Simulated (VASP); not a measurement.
# YSb in VASP: single point with revPBE

Aim: the single point of YSb with revPBE.

Everything below comes from runs of VASP 6.6.1. Logs are shortened: lines on timing, memory, paths and dates and some standing lists are left out, and cuts for length are marked.

## (1) The cell of the first run

The cell holds a disordered packing, 8 atoms: a = 7.155 Å, b = 6.616 Å, c = 5.936 Å, α = 94.38°, β = 102.56°, γ = 75.61°.

## (2) Single point, revPBE

INCAR reads:

```
SYSTEM = YSb
  ALGO = Normal
  EDIFF = 1E-6
  ENCUT = 520
  GGA = RE
  ISIF = 2
  ISMEAR = -1
  LASPH = .TRUE.
  LCHARG = .FALSE.
  LREAL = .FALSE.
  LWAVE = .FALSE.
  NBANDS = 42
  NELM = 60
  PREC = Accurate
  SIGMA = 0.1
```

KPOINTS reads:

```
Automatic mesh
0
Gamma
  3 3 3
  0.5 0.5 0
```

POSCAR reads:

```
YSb
1.0
    7.1250650000      0.5986150000     -0.2495100000
    1.1052960000      6.5230200000      0.0568010000
   -1.0640740000     -0.3302240000      5.8307230000
Sb Y
4 4
Direct
    0.5283280000      0.3316990000      0.8938990000
    0.6656900000      0.8299230000      0.9789220000
    0.4740020000      0.6767830000      0.2791070000
    0.0627040000      0.8153540000      0.1726080000
    0.7345750000      0.0113610000      0.4999050000
    0.8576510000      0.4903130000      0.6387080000
    0.2580580000      0.0124180000      0.6540550000
    0.0328270000      0.3000080000      0.1628110000
```

Potentials or basis: VASP PAW PBE potentials, release 64 (Sb, Y_sv).

Command:

```bash
> cat potpaw_PBE.64/Sb/POTCAR potpaw_PBE.64/Y_sv/POTCAR > POTCAR
> mpirun -np 1 vasp_std > vasp.out
```

OUTCAR:

```text
SYSTEM = YSb
   EDIFF = 1E-6
   ENCUT = 520
   GGA = RE
   ISIF = 2
   ISMEAR = -1
   LASPH = .TRUE.
   LREAL = .FALSE.
   NELM = 60
   PREC = Accurate

 ion  position               nearest neighbor table
   1  0.528  0.332  0.894-   3 3.12   7 3.26   2 3.27   5 3.37   6 3.46   8 3.58   2 3.64
   2  0.666  0.830  0.979-   4 2.80   3 2.85   7 3.14   6 3.16   5 3.21   1 3.27   5 3.35   1 3.64
                             8 3.89
   3  0.474  0.677  0.279-   4 2.80   2 2.85   1 3.12   6 3.13   5 3.26   7 3.36
   4  0.063  0.815  0.173-   3 2.80   2 2.80   8 3.16   7 3.23   5 3.32   8 3.46   6 3.92   7 4.06

   5  0.735  0.011  0.500-   2 3.21   3 3.26   4 3.32   2 3.35   1 3.37   6 3.46   6 3.49   7 3.66
                             7 3.72   8 4.08
   6  0.858  0.490  0.639-   3 3.13   2 3.16   8 3.31   8 3.37   5 3.46   1 3.46   5 3.49   7 3.69
                             4 3.92
   7  0.258  0.012  0.654-   2 3.14   4 3.23   1 3.26   3 3.36   8 3.46   5 3.66   6 3.69   5 3.72
                             8 3.88   4 4.06
   8  0.033  0.300  0.163-   4 3.16   6 3.31   6 3.37   7 3.46   4 3.46   1 3.58   7 3.88   2 3.89
                             5 4.08

  LATTYP: Found a triclinic cell.
 ALAT       =     7.1545192999
 B/A-ratio  =     1.5891391303
 C/A-ratio  =     1.1812992435
 COS(alpha) =     0.0122523149
 COS(beta)  =     0.6519426373
 COS(gamma) =     0.6603964923

  Lattice vectors:

 A1 = (   7.1250650000,   0.5986150000,  -0.2495100000)
 A2 = (   7.1662870000,   6.7914110000,   5.6380140000)
 A3 = (   6.0197690000,  -5.9244050000,  -0.3063110000)

Analysis of symmetry for initial positions (statically):
=====================================================================
 Subroutine PRICEL returns:
 Original cell was already a primitive cell.

 Routine SETGRP: Setting up the symmetry group for a
 triclinic supercell.

 Subroutine GETGRP returns: Found  1 space group operations
 (whereof  1 operations were pure point group operations)
 out of a pool of  2 trial point group operations.

The static configuration has the point symmetry C_1 .

Analysis of symmetry for dynamics (positions and initial velocities):
=====================================================================
 Subroutine PRICEL returns:
 Original cell was already a primitive cell.

 Routine SETGRP: Setting up the symmetry group for a
 triclinic supercell.

 Subroutine GETGRP returns: Found  1 space group operations
 (whereof  1 operations were pure point group operations)
 out of a pool of  2 trial point group operations.

The dynamic configuration has the point symmetry C_1 .

[... 106 lines left out ...]
   ISYM   =      2    0-nonsym 1-usesym 2-fastsym
   POTIM  = 0.5000    time-step for ionic-motion
   TEBEG  =    0.0;   TEEND  =   0.0 temperature during run
   PSTRESS=    0.0 pullay stress
   NELECT =      64.0000    total number of electrons
   NUPDOWN=      -1.0000    fix difference up-down
   EMIN   =  10.00;   EMAX   =-10.00  energy-range for DOS
   EFERMI =   0.00;   METHOD = LEGACY
   ISMEAR =    -1;   SIGMA  =   0.10  broadening in eV -4-tet -1-fermi 0-gaus
   EFERMI_NEDOS =   21; number of points for ismear=-14 and -15
   IALGO  =     38    algorithm
   IMIX   =      4    mixing-type and parameters
     AMIX     =   0.40;   BMIX     =  1.00
     AMIX_MAG =   1.60;   BMIX_MAG =  1.00
  volume/ion in A,a.u.               =      33.20       224.04
  Fermi-wavevector in a.u.,A,eV,Ry     =   1.018738  1.925136 14.120503  1.037828
  Thomas-Fermi vector in A             =   2.152213
   LORBIT       =      0    0 simple, 1 ext, 2 COOP (PROOUT), +10 PAW based schemes
   GGA     = RE    functional components
   LHFCALC =     F    Hartree Fock is set to
   AEXX    =    0.0000 exact exchange contribution
   IVDW    =     0    specifies the selected vdW correction
   LEPSILON=     F    determine dielectric tensor
   LRPA    =     F    only Hartree local field effects (RPA)
 non-spin polarized calculation
  energy-cutoff  :      520.00
  volume of cell :      265.59
 maximum number of plane-waves:      7174
 NGX is ok and might be reduce to    54
   NGX = 27   NGY = 25   NGZ = 23

 number of electron      64.0000000 magnetization

 Free energy of the ion-electron system (eV)
  ---------------------------------------------------
  ext. energy  EPLUGINS =         0.00000000
  ---------------------------------------------------
  free energy    TOTEN  =       -40.87469604 eV

  energy without entropy =      -40.59571533  energy(sigma->0) =      -40.73520568

 E-fermi :   4.8396     XC(G=0):  -9.1183

 val. band max:        4.7936711995   @ k =  -0.1667   0.1667  -0.0000
 cond. band min:       4.8428410658   @ k =   0.1667   0.1667   0.0000
 fundamental gap:      0.0491698663
 Fermi energy:         4.8396105679

 k-point     1 :       0.1667    0.1667    0.0000
  band No.  band energies     occupation
      1     -38.6189      2.00000
      2     -38.4996      2.00000
      3     -38.4868      2.00000
      4     -38.2226      2.00000
      5     -18.6745      2.00000
      6     -18.6604      2.00000
[... 619 lines left out ...]
     41       6.7755      0.00000
     42       6.9235      0.00000

------------------------ aborting loop because EDIFF is reached ----------------------------------------

  FORCE on cell =-STRESS in cart. coord.  units (eV):
  Direction    XX          YY          ZZ          XY          YZ          ZX
  --------------------------------------------------------------------------------------
  -------------------------------------------------------------------------------------
  Total        4.5112808     -0.5719035      0.1948951     -1.5374753     -0.6195181      1.1843578
  in kB       27.2140918     -3.4499813      1.1756958     -9.2747485     -3.7372144      7.1445833
  external PRESSURE =       8.3132688 kB  Pullay stress =       0.0000000 kB

 VOLUME and BASIS-vectors are now :
 -----------------------------------------------------------------------------
  energy-cutoff  :      520.00
  volume of cell :      265.59
      direct lattice vectors                 reciprocal lattice vectors
     7.125065000  0.598615000 -0.249510000     0.143274416 -0.024492798  0.024759618
     1.105296000  6.523020000  0.056801000    -0.012831529  0.155421211  0.006460625
    -1.064074000 -0.330224000  5.830723000     0.006256041 -0.002562166  0.172501901

 POSITION                                       TOTAL-FORCE (eV/Angst)
 -----------------------------------------------------------------------------------
      3.17982      2.18476      5.09910         0.249701     -0.499064     -0.444522
      4.61875      5.48883      5.58887        -0.569563      0.181522     -0.880148
      3.82835      4.60625      1.54757         0.744852     -0.248168      1.187953
      1.16431      5.29911      1.03710        -0.072330     -0.344985     -0.137499
      4.71452      0.34876      2.73217        -0.115387      0.447084     -0.394500
      5.97313      3.50081      3.53799        -0.018135      0.342126      0.693683
      1.15644      0.01950      3.74993        -0.157650     -0.260812      0.445777
      0.39225      1.92284      0.95816        -0.061488      0.382296     -0.470744
 -----------------------------------------------------------------------------------
    total drift:                               -0.000871      0.000244     -0.000672

  FREE ENERGIE OF THE ION-ELECTRON SYSTEM (eV)
  ---------------------------------------------------
  free  energy   TOTEN  =       -40.8746960373 eV

  energy  without entropy=      -40.5957153299  energy(sigma->0) =      -40.73520568
```

OSZICAR:

```text
N       E                     dE             d eps       ncg     rms          rms(c)
DAV:   1     0.399952505687E+03    0.39995E+03   -0.27459E+04  1176   0.135E+03
DAV:   2    -0.337083481218E+00   -0.40029E+03   -0.38417E+03  1316   0.337E+02
DAV:   3    -0.386041870167E+02   -0.38267E+02   -0.37079E+02  1776   0.699E+01
DAV:   4    -0.425955527485E+02   -0.39914E+01   -0.39365E+01  1904   0.203E+01
DAV:   5    -0.427689761282E+02   -0.17342E+00   -0.17325E+00  1680   0.440E+00    0.395E+01
DAV:   6    -0.410566834682E+02    0.17123E+01   -0.46417E+00  1488   0.688E+00    0.272E+01
DAV:   7    -0.409203305275E+02    0.13635E+00   -0.28464E+00  1512   0.650E+00    0.531E+00
DAV:   8    -0.408872776650E+02    0.33053E-01   -0.59736E-01  1744   0.281E+00    0.202E+00
DAV:   9    -0.408751375068E+02    0.12140E-01   -0.12006E-01  1584   0.139E+00    0.801E-01
DAV:  10    -0.408748744575E+02    0.26305E-03   -0.14559E-02  1592   0.551E-01    0.361E-01
DAV:  11    -0.408746420121E+02    0.23245E-03   -0.19008E-03  1744   0.204E-01    0.150E-01
DAV:  12    -0.408746797628E+02   -0.37751E-04   -0.36859E-04  1664   0.997E-02    0.357E-02
DAV:  13    -0.408746904679E+02   -0.10705E-04   -0.63607E-05  1792   0.350E-02    0.205E-02
DAV:  14    -0.408746925781E+02   -0.21101E-05   -0.99872E-06  1640   0.136E-02    0.847E-03
DAV:  15    -0.408746962276E+02   -0.36495E-05   -0.36751E-06  1200   0.864E-03    0.450E-03
DAV:  16    -0.408746960373E+02    0.19029E-06   -0.11995E-06   984   0.505E-03
   1 F= -.40874696E+02 E0= -.40735206E+02  d E =-.278981E+00
```

Wall time 8.4 min (1 thread of Intel Xeon 8259CL, shared host); peak memory 0.41 GiB.

What came out:

* Free energy: -40.8747 eV
* Pressure: 0.8 GPa
* Largest force: 1.424 eV/Å
* Band gap on the k mesh: zero (bands 32 and 33 overlap by 0.01 eV)

Forces on the atoms (eV/Å):
```
Sb   0.250 -0.499 -0.445
Sb  -0.570  0.182 -0.880
Sb   0.745 -0.248  1.188
Sb  -0.072 -0.345 -0.137
Y   -0.115  0.447 -0.395
Y   -0.018  0.342  0.694
Y   -0.158 -0.261  0.446
Y   -0.061  0.382 -0.471
```

Stress tensor (GPa, compression positive):
```
 2.72 -0.93  0.71
-0.93 -0.34 -0.37
 0.71 -0.37  0.12
```

Caveat: the k points lie up to 0.36 Å⁻¹ apart; the PAW data sets were made with another functional, which shifts forces and pressure a little; spin-orbit coupling is left out, which moves the levels of the heavy elements.
